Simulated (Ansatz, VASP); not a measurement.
## One calculation of LiH, two programs

```
Li H
1.0
     0.00000    1.99052    1.99052
     1.99052    0.00000    1.99052
     1.99052    1.99052    0.00000
Li H
1 1
Cartesian
  0.0000 0.0000 0.0000
  1.9905 1.9905 1.9905
```

Alike in both runs: task single point; functional PBE; k mesh 2 × 2 × 2; no spin polarisation.

|  | VASP | Ansatz |
| --- | --- | --- |
| version | VASP 6.6.1 | Ansatz 0.2 development build |
| potentials or method | VASP PAW PBE potentials, release 64 (Li_sv, H), cutoff 750 eV | all-electron full-potential LAPW, non-relativistic |
| occupations | gaussian, width 0.01 eV | fixed |

VASP gave:

| Property | Result |
| --- | --- |
| gap on the k mesh at the Fermi level (eV) | 2.76 |
| pressure (GPa) | 8.0 |

Q: Estimate Ansatz's values.

A: gap on the k mesh at the Fermi level (eV): 2.76; pressure (GPa): 8.2.

Ansatz ran all-electron here, and VASP with PAW potentials.

The k mesh is coarse, so the values compare programs but aren't converged.
